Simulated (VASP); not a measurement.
Write the native input for VASP 6.6.1 that does the following.

```yaml
Task: single point
Functional: PBEsol
Potentials_or_basis: VASP PAW PBE potentials, release 64 (Ti_sv, C)
Cutoff: 520 eV
k_mesh: 16 × 16 × 16
Occupations: fermi-dirac, width 0.03 eV
Spin: no spin polarisation
Dipole_correction: no
Further_INCAR_settings: ALGO = Normal; EDIFF = 1e-06; NBANDS = 15
```

The structure of TiC lies in POSCAR:

```
TiC
1.0
   -0.0432800000      2.1423600000      2.1423600000
    2.1423600000     -0.0432800000      2.1423600000
    2.1423600000      2.1423600000     -0.0432800000
Ti C
1 1
Direct
    0.0000000000      0.0000000000      0.0000000000
    0.5000000000      0.5000000000      0.5000000000
```

This cell differs from its parent crystal: equal xy, yz and zx shear strains of -2 %.

The input as run:

INCAR

```
  PREC = Accurate
  ENCUT = 520
  EDIFF = 1E-6
  ISMEAR = -1
  SIGMA = 0.03
  LREAL = F
  LASPH = T
  NELM = 80
  ALGO = Normal
  ISIF = 2
  LWAVE = F
  LCHARG = F
  GGA = PS
  NBANDS = 15
```

KPOINTS

```
Automatic mesh
0
Gamma
  16 16 16
```

Potentials or basis: VASP PAW PBE potentials, release 64 (Ti_sv, C).

The run is started by

```console
$ cat potpaw_PBE.64/Ti_sv/POTCAR potpaw_PBE.64/C/POTCAR > POTCAR
$ mpirun -np 1 vasp_std > vasp.out
```

Results of the run:

```
Pressure               : -5.8 GPa
Band gap on the k mesh : zero (band 8 reaches 10.19 eV, above the bottom of band 9 at 9.06 eV)
```

Caveat: the cell differs from its parent crystal (equal xy, yz and zx shear strains of -2 %); the PAW data sets were made with another functional, which shifts forces and pressure a little.

Wall time 85 s on 1 thread of Intel(R) Xeon(R) Platinum 8375C CPU @ 2.90GHz (Ice Lake) (shared host), peak memory 0.24 GiB.
